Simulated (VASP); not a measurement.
Here is a VASP 6.6.1 calculation.

The input INCAR:

```
ALGO = Normal ; EDIFF = 1E-6
EDIFFG = -0.005 ; ENCUT = 600
GGA = PE ; IBRION = 2
ISIF = 3 ; ISMEAR = -1
LASPH = True ; LCHARG = False
LREAL = False ; LWAVE = False
NELM = 60 ; NSW = 32
PREC = Accurate ; PSTRESS = 4.3
SIGMA = 0.08
```

KPOINTS

```
k-points
0
Gamma
  7 7 7
```

File POSCAR:

```
Rb
1.0
    0.0000000000      4.7348632704      4.7348632704
    4.7348632704      0.0000000000      4.7348632704
    4.7348632704      4.7348632704      0.0000000000
Rb
2
Direct
   -0.1250000000     -0.1250000000     -0.1250000000
    0.1250000000      0.1250000000      0.1250000000
```

Potentials or basis: VASP PAW PBE potentials, release 64 (Rb_sv).

The run is started by

```console
$ cat potpaw_PBE.64/Rb_sv/POTCAR > POTCAR
$ mpirun -np 1 vasp_std > vasp.out
```

Problem. What does it give for the band gap on the k mesh?

Solution. Zero (bands 9 and 10 overlap by 0.12 eV).

Final structure:
```xyz
2
Lattice="0.0000 4.7349 4.7349 4.7349 0.0000 4.7349 4.7349 4.7349 0.0000" Properties=species:S:1:pos:R:3 pbc="T T T"
Rb    8.2860    8.2860    8.2860
Rb    1.1837    1.1837    1.1837
```

Caveat: the relaxation stopped at its first step, so nothing moved; the cell is relaxed towards a set pressure, so the run minimises the enthalpy, not the energy.
